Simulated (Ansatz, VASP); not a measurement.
# Ag: VASP beside Ansatz

Contents of INCAR:

```
SYSTEM = Ag
PREC     = Accurate       ! precision mode
ENCUT    = 520            ! plane-wave cutoff, eV
EDIFF    = 1E-7           ! SCF threshold, eV
ISMEAR   = -1             ! smearing method
SIGMA    = 0.05           ! smearing width, eV
LREAL    = .False.        ! projectors in reciprocal space
LASPH    = .True.         ! aspherical terms in the spheres
NELM     = 100            ! most SCF steps
ALGO     = Normal         ! electronic algorithm
ISIF     = 2              ! what is computed and relaxed
LWAVE    = .False.        ! write WAVECAR
LCHARG   = .False.        ! write CHGCAR
NBANDS   = 12             ! bands
```

Contents of KPOINTS:

```
regular mesh
0
Gamma
  18 18 18
  0 0 0
```

POSCAR

```
Ag
1.0
    0.0000000000      1.9174298865      1.9174298865
    1.9174298865      0.0000000000      1.9174298865
    1.9174298865      1.9174298865      0.0000000000
Ag
1
Direct
    0.0000000000      0.0000000000      0.0000000000
```

Input for Ansatz:

```yaml
crystal:
  lattice:
    - [0.0, 1.9174298865, 1.9174298865]
    - [1.9174298865, 0.0, 1.9174298865]
    - [1.9174298865, 1.9174298865, 0.0]
  atoms:
    - { symbol: Ag, position: [0.0, 0.0, 0.0] }
kpoints:
  mp_grid: { grid: [18, 18, 18] }
scf:
  occupations: { method: fermi_dirac, width: 0.05 }
hamiltonian:
  xc: lda
  pseudopotentials: { kind: all_electron, lapw: { basis_error: 0.001 } }
output:
  forces: true
  stress: true
  eigenvalues: true
  populations: true
```

Change from the starting cell: volume scaled by 0.88, LAPW.

Alike in both runs: task single point; functional LDA; k mesh 18 × 18 × 18; occupations fermi-dirac, width 0.05 eV; no spin polarisation.

|  | VASP | Ansatz |
| --- | --- | --- |
| version | VASP 6.6.1 | Ansatz 0.2.0 |
| potentials or method | VASP PAW LDA potentials, release 64 (Ag), cutoff 520 eV | all-electron LAPW, scalar-relativistic |

VASP gave:

- pressure (GPa): 25.5

Task: Estimate Ansatz's values.

Result: Pressure (GPa): 25.4.

LDA's correlation is that of Perdew and Zunger in VASP and of Perdew and Wang (1992) in Ansatz. Ansatz ran all-electron here, and VASP with PAW potentials.
